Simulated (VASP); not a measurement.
Zr2NbN3, 6 atoms in the cell. The structure is tetragonal, space group P-4m2 (No. 115). The conventional cell has a = 3.306 Å, b = 3.306 Å, c = 7.297 Å, α = 90.00°, β = 90.00°, γ = 90.00°. Zr (site symmetry 2mm) has 7 N at 2.50 to 2.58 Å and 2 Nb at 2.54 Å and 4 Zr at 3.31 Å within 3.4 Å. Within 3.1 Å of Nb (site symmetry -4m2) lie 4 N at 2.34 Å and 4 Zr at 2.54 Å. N (site symmetry -4m2) has 4 Nb at 2.34 Å and 4 Zr at 2.54 Å within 3.1 Å. Within 3.4 Å of N (site symmetry 2mm) lie 5 Zr at 2.50 to 2.58 Å and 10 N at 2.89 to 3.31 Å and 2 Nb at 3.25 Å. The cell was generated, and may not be a known phase.

- Program: VASP 6.6.1
- Task: relaxation of cell and atoms
- Functional: PBE
- Potentials or basis: VASP PAW PBE potentials, release 64 (Zr_sv, Nb_sv, N)
- Cutoff: 600 eV
- k mesh: 6 × 6 × 4
- Occupations: gaussian, width 0.1 eV
- Spin: no spin polarisation
- Dipole correction: no
- Further INCAR settings: ALGO = Normal; EDIFF = 1e-07; IBRION = 2; EDIFFG = -0.04; NSW = 90; ISIF = 3

Potentials or basis: VASP PAW PBE potentials, release 64 (Zr_sv, Nb_sv, N).

Run with:

```sh
$ cat potpaw_PBE.64/Zr_sv/POTCAR potpaw_PBE.64/Nb_sv/POTCAR potpaw_PBE.64/N/POTCAR > POTCAR
$ mpirun -np 1 vasp_std > vasp.out
```

Hardware: 1 thread of Intel(R) Xeon(R) 6975P-C (Granite Rapids), with other jobs on the host.

Problem. Estimate the wall time of this run.

Solution. It took 11 min on 1 thread of Intel(R) Xeon(R) 6975P-C (Granite Rapids) (shared host), peak memory 0.27 GiB. Counts: scf iterations 225, k points 30, ion steps 19.
